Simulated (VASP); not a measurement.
# LiNbO3 in VASP: single point with r2SCAN

Aim: the single point of LiNbO3 with r2SCAN.

Program: VASP 6.6.1. These are calculated values, not measurements. Logs are shortened: lines on timing, memory, paths and dates and some standing lists are left out, and cuts for length are marked.

### Step 1. The cell of the first run

The typed cell holds 10 atoms: a = 5.534 Å, b = 5.534 Å, c = 5.534 Å, α = 57.05°, β = 57.05°, γ = 57.05°.

### Step 2. Single point, r2SCAN

POSCAR

```
LiNbO3
1.0
    2.6424700800      1.5256327300      4.6162177400
   -2.6424700800      1.5256327300      4.6162177400
    0.0000000000     -3.0512654500      4.6162177400
Li Nb O
2 2 6
Direct
    0.2500000000      0.2500000000      0.2500000000
    0.7500000000      0.7500000000      0.7500000000
    0.0000000000      0.0000000000      0.0000000000
    0.5000000000      0.5000000000      0.5000000000
    0.1424000000      0.3575000000      0.7500000000
    0.7500000000      0.1424000000      0.3575000000
    0.3575000000      0.7500000000      0.1424000000
    0.8576000000      0.6425000000      0.2500000000
    0.2500000000      0.8576000000      0.6425000000
    0.6425000000      0.2500000000      0.8576000000
```

INCAR.step1

```
ALGO = Normal ; EDIFF = 1E-4
ENCUT = 520 ; GGA = PE
ISMEAR = -1 ; LASPH = T
LCHARG = F ; LREAL = F
LWAVE = T ; NBANDS = 45
NELM = 80 ; PREC = Accurate
SIGMA = 0.1038
```

INCAR.step2

```
ALGO = Normal ; EDIFF = 1E-7
ENCUT = 520 ; ISIF = 2
ISMEAR = -1 ; ISTART = 1
LASPH = T ; LCHARG = F
LMIXTAU = T ; LREAL = F
LWAVE = F ; METAGGA = R2SCAN
NBANDS = 45 ; NELM = 80
PREC = Accurate ; SIGMA = 0.1038
```

KPOINTS

```
k-points
0
Gamma
  6 6 6
```

Potentials or basis: VASP PAW PBE potentials, release 64 (Li_sv, Nb_sv, O).

Launch:

```bash
> cat potpaw_PBE.64/Li_sv/POTCAR potpaw_PBE.64/Nb_sv/POTCAR potpaw_PBE.64/O/POTCAR > POTCAR
> cp INCAR.step1 INCAR
> mpirun -np 1 vasp_std > vasp.out
> cp INCAR.step2 INCAR
> mpirun -np 1 vasp_std > vasp.out
```

OUTCAR:

```text
EDIFF = 1E-7
   ENCUT = 520
   ISIF = 2
   ISMEAR = -1
   ISTART = 1
   LASPH = T
   LREAL = F
   METAGGA = R2SCAN
   NELM = 80
   PREC = Accurate

 ion  position               nearest neighbor table
   1  0.250  0.250  0.250-   8 2.07  10 2.07   9 2.07
   2  0.750  0.750  0.750-   5 2.07   7 2.07   6 2.07
   3  0.000  0.000  0.000-   7 2.00  10 2.00   9 2.00   6 2.00   5 2.00   8 2.00
   4  0.500  0.500  0.500-   6 2.00   9 2.00   7 2.00  10 2.00   5 2.00   8 2.00
   5  0.142  0.358  0.750-   3 2.00   4 2.00   2 2.07
   6  0.750  0.142  0.358-   3 2.00   4 2.00   2 2.07
   7  0.358  0.750  0.142-   3 2.00   4 2.00   2 2.07
   8  0.858  0.642  0.250-   3 2.00   4 2.00   1 2.07
   9  0.250  0.858  0.642-   3 2.00   4 2.00   1 2.07
  10  0.642  0.250  0.858-   3 2.00   4 2.00   1 2.07

  LATTYP: Found a trigonal (rhomboedric) cell.
 ALAT       =     5.5335042761
 COS(alpha) =     0.5439102139

  Lattice vectors:

 A1 = (   2.6424700800,   1.5256327300,   4.6162177400)
 A2 = (  -2.6424700800,   1.5256327300,   4.6162177400)
 A3 = (   0.0000000000,  -3.0512654500,   4.6162177400)

Analysis of symmetry for initial positions (statically):
=====================================================================
 Subroutine PRICEL returns:
 Original cell was already a primitive cell.

 Routine SETGRP: Setting up the symmetry group for a
 trigonal (rhombohedral) supercell.

 Subroutine GETGRP returns: Found  6 space group operations
 (whereof  6 operations were pure point group operations)
 out of a pool of 12 trial point group operations.

The static configuration has the point symmetry S_6 .

Analysis of symmetry for dynamics (positions and initial velocities):
=====================================================================
 Subroutine PRICEL returns:
 Original cell was already a primitive cell.

 Routine SETGRP: Setting up the symmetry group for a
 trigonal (rhombohedral) supercell.

 Subroutine GETGRP returns: Found  6 space group operations
 (whereof  6 operations were pure point group operations)
 out of a pool of 12 trial point group operations.

The dynamic configuration has the point symmetry S_6 .

 Subroutine INISYM returns: Found  6 space group operations
 (whereof  6 operations are pure point group operations),
 and found     1 'primitive' translations

----------------------------------------------------------------------------------------
[... 111 lines left out ...]
   EDIFFG = 0.1E-05   stopping-criterion for IOM
   NSW    =      0    number of steps for IOM
   IBRION =     -1    ionic relax: 0-MD 1-quasi-New 2-CG
   NFREE  =      0    steps in history (QN), initial steepest desc. (CG)
   ISIF   =      2    stress and relaxation
   ISYM   =      2    0-nonsym 1-usesym 2-fastsym
   POTIM  = 0.5000    time-step for ionic-motion
   TEBEG  =    0.0;   TEEND  =   0.0 temperature during run
   PSTRESS=    0.0 pullay stress
   NELECT =      68.0000    total number of electrons
   NUPDOWN=      -1.0000    fix difference up-down
   EMIN   =  10.00;   EMAX   =-10.00  energy-range for DOS
   EFERMI =   0.00;   METHOD = LEGACY
   ISMEAR =    -1;   SIGMA  =   0.10  broadening in eV -4-tet -1-fermi 0-gaus
   EFERMI_NEDOS =   21; number of points for ismear=-14 and -15
   IALGO  =     38    algorithm
   IMIX   =      4    mixing-type and parameters
     AMIX     =   0.40;   BMIX     =  1.00
     AMIX_MAG =   1.60;   BMIX_MAG =  1.00
  volume/ion in A,a.u.               =      11.17        75.35
  Fermi-wavevector in a.u.,A,eV,Ry     =   1.387646  2.622270 26.198843  1.925561
  Thomas-Fermi vector in A             =   2.511847
   LORBIT       =      0    0 simple, 1 ext, 2 COOP (PROOUT), +10 PAW based schemes
   METAGGA = R2SCAN    functional components
   LHFCALC =     F    Hartree Fock is set to
   AEXX    =    0.0000 exact exchange contribution
   IVDW    =     0    specifies the selected vdW correction
   LEPSILON=     F    determine dielectric tensor
   LRPA    =     F    only Hartree local field effects (RPA)
 non-spin polarized calculation
  energy-cutoff  :      520.00
  volume of cell :      111.66
 maximum number of plane-waves:      3016
 NGX is ok and might be reduce to    42
   NGX = 21   NGY = 21   NGZ = 21

 number of electron      67.9999977 magnetization

 Free energy of the ion-electron system (eV)
  ---------------------------------------------------
  ext. energy  EPLUGINS =         0.00000000
  ---------------------------------------------------
  free energy    TOTEN  =      -118.17240494 eV

  energy without entropy =     -118.17240345  energy(sigma->0) =     -118.17240419

 E-fermi :   4.4902     XC(G=0): -11.1908

 val. band max:        3.0010140640   @ k =  -0.1667   0.1667   0.0000
 cond. band min:       5.7972944091   @ k =   0.5000   0.5000   0.0000
 fundamental gap:      2.7962803450
 Fermi energy:         4.4902106608

 k-point     1 :       0.0000    0.0000    0.0000
  band No.  band energies     occupation
      1     -53.3093      2.00000
      2     -53.2939      2.00000
      3     -41.5952      2.00000
      4     -41.5939      2.00000
      5     -28.7807      2.00000
      6     -28.7807      2.00000
[... 1141 lines left out ...]
     44      12.6830      0.00000
     45      13.4494      0.00000

 [... further k-points ...]
[... 5 lines left out ...]
  --------------------------------------------------------------------------------------
  -------------------------------------------------------------------------------------
  Total       -4.0616951     -4.0617053     -4.0089980     -0.0000000     -0.0000000     -0.0000000
  in kB      -58.2801004    -58.2802467    -57.5239648     -0.0000003     -0.0000000     -0.0000000
  external PRESSURE =     -58.0281040 kB  Pullay stress =       0.0000000 kB

 VOLUME and BASIS-vectors are now :
 -----------------------------------------------------------------------------
  energy-cutoff  :      520.00
  volume of cell :      111.66
      direct lattice vectors                 reciprocal lattice vectors
     2.642470080  1.525632730  4.616217740     0.189216901  0.109244292  0.072209188
    -2.642470080  1.525632730  4.616217740    -0.189216901  0.109244292  0.072209188
     0.000000000 -3.051265450  4.616217740     0.000000000 -0.218488583  0.072209188

 POSITION                                       TOTAL-FORCE (eV/Angst)
 -----------------------------------------------------------------------------------
      0.00000      0.00000      3.46216        -0.000000      0.000000      0.001257
      0.00000      0.00000     10.38649        -0.000000     -0.000000     -0.001257
      0.00000      0.00000      0.00000        -0.000000      0.000000     -0.000000
      0.00000      0.00000      6.92433        -0.000000      0.000000     -0.000000
     -0.56840     -1.52579      5.76981        -0.158902      0.012514      0.013056
      1.60556      0.27065      5.76981         0.068613     -0.143870      0.013056
     -1.03717      1.25514      5.76981         0.090289      0.131356      0.013056
      0.56840      1.52579      8.07884         0.158902     -0.012514     -0.013056
     -1.60556     -0.27065      8.07884        -0.068613      0.143870     -0.013056
      1.03717     -1.25514      8.07884        -0.090289     -0.131356     -0.013056
 -----------------------------------------------------------------------------------
    total drift:                                0.000000     -0.000000      0.000000

  FREE ENERGIE OF THE ION-ELECTRON SYSTEM (eV)
  ---------------------------------------------------
  free  energy   TOTEN  =      -118.1724049363 eV

  energy  without entropy=     -118.1724034495  energy(sigma->0) =     -118.17240419
```

OSZICAR.step1:

```text
N       E                     dE             d eps       ncg     rms          rms(c)
DAV:   1     0.721241271950E+03    0.72124E+03   -0.36693E+04  3600   0.158E+03
DAV:   2    -0.304895077160E+02   -0.75173E+03   -0.72529E+03  4601   0.538E+02
DAV:   3    -0.925733050912E+02   -0.62084E+02   -0.61533E+02  5384   0.143E+02
DAV:   4    -0.977024869191E+02   -0.51292E+01   -0.51112E+01  6456   0.384E+01
DAV:   5    -0.979642267473E+02   -0.26174E+00   -0.26157E+00  5435   0.599E+00    0.267E+01
DAV:   6    -0.797200883742E+02    0.18244E+02   -0.83954E+01  5200   0.521E+01    0.926E+00
DAV:   7    -0.796811617329E+02    0.38927E-01   -0.80144E+00  5910   0.150E+01    0.521E+00
DAV:   8    -0.796791402580E+02    0.20215E-02   -0.80621E-01  5776   0.594E+00    0.176E+00
DAV:   9    -0.796837941027E+02   -0.46538E-02   -0.10650E-01  5115   0.233E+00    0.934E-01
DAV:  10    -0.796895986731E+02   -0.58046E-02   -0.35242E-02  5048   0.133E+00    0.205E-01
DAV:  11    -0.796892180796E+02    0.38059E-03   -0.43560E-03  5272   0.468E-01    0.615E-02
DAV:  12    -0.796892498615E+02   -0.31782E-04   -0.36823E-04  3888   0.158E-01
   1 F= -.79689250E+02 E0= -.79689246E+02  d E =-.836219E-05
```

It took 15 min on 1 thread of AMD EPYC 9R45 (Zen 5), shared host; peak memory 0.36 GiB.

What came out:

- Free energy: -118.1724 eV
- Largest force: 0.160 eV/Å
- Band gap on the k mesh: 2.80 eV, indirect (least direct gap 2.93 eV)

Forces on the atoms (eV/Å):
```
Li   0.000  0.000  0.001
Li   0.000  0.000 -0.001
Nb   0.000  0.000  0.000
Nb   0.000  0.000  0.000
O   -0.159  0.013  0.013
O    0.069 -0.144  0.013
O    0.090  0.131  0.013
O    0.159 -0.013 -0.013
O   -0.069  0.144 -0.013
O   -0.090 -0.131 -0.013
```

Caveat: the cutoff is under 1.25 times the usual one of these potentials, so pressure, stress and relaxed cells hold a basis-set (Pulay) error; the PAW data sets were made with another functional, which shifts forces and pressure a little. r2SCAN opens gaps a little over a GGA but as a rule still falls short of measured ones.
